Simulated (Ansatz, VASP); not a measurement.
## Two plane-wave programs on Fe

The input POSCAR:

```
Fe
1.0
    0.0000000000      2.4684855099      2.4684855099
    2.4684855099      0.0000000000      2.4684855099
    2.4684855099      2.4684855099      0.0000000000
Fe
2
Direct
    0.1250000000      0.1250000000      0.1250000000
    0.8750000000      0.8750000000      0.8750000000
```

INCAR.step1

```
  PREC = Accurate
  ENCUT = 520
  ISMEAR = -1
  SIGMA = 0.1
  LREAL = False
  LASPH = True
  NELM = 80
  NBANDS = 15
  GGA = PE
  ALGO = Normal
  EDIFF = 1E-4
  LWAVE = True
  LCHARG = False
```

The input INCAR.step2:

```
  PREC = Accurate
  ENCUT = 520
  EDIFF = 1E-6
  ISMEAR = -1
  SIGMA = 0.1
  LREAL = False
  LASPH = True
  NELM = 80
  ALGO = Normal
  ISIF = 2
  LWAVE = False
  LCHARG = True
  METAGGA = R2SCAN
  LMIXTAU = True
  LELF = True
  LVHAR = True
  NBANDS = 15
  ISTART = 1
```

File KPOINTS:

```
Automatic mesh
0
Gamma
  13 13 13
```

Input for Ansatz:

```yaml
crystal:
  lattice:
    - [0.0, 2.4684855099, 2.4684855099]
    - [2.4684855099, 0.0, 2.4684855099]
    - [2.4684855099, 2.4684855099, 0.0]
  atoms:
    - { symbol: Fe, position: [0.125, 0.125, 0.125] }
    - { symbol: Fe, position: [0.875, 0.875, 0.875] }
hamiltonian:
  xc: r2scan
  pseudopotentials:
    kind: paw
    azcp:
      Fe: "pseudopotentials/Fe.paw.azcp"
basis:
  ecutwfc: 500
  fft_grid_basis: typed
kpoints:
  mp_grid: { grid: [13, 13, 13], shift: [0, 0, 0] }
magnetization:
  spin_polarized: false
scf:
  occupations: { method: fermi_dirac, width: 0.1 }
  lower_state_search: "off"
output:
  stress: true
```

Alike in both runs: task single point; functional r2SCAN; k mesh 13 × 13 × 13; occupations fermi-dirac, width 0.1 eV; no spin polarisation.

```csv
,VASP,Ansatz
version,VASP 6.6.1,Ansatz 0.2.0
potentials or method,"VASP PAW PBE potentials, release 64 (Fe), cutoff 520 eV","plane waves (500 eV) with PAW, scalar-relativistic"
valence electrons in the cell,16,32
```

|  | VASP | Ansatz | Ansatz less VASP |
| --- | --- | --- | --- |
| pressure (GPa) | -11.7 | -11.2 | +0.54 |

VASP's potentials were made for PBE, not for r2SCAN. The functional is the same, so the differences come from potentials, cutoffs and numerics. VASP's potentials hold 16 valence electrons a cell and Ansatz's 32, so a difference there can come from the potentials and not from the codes.
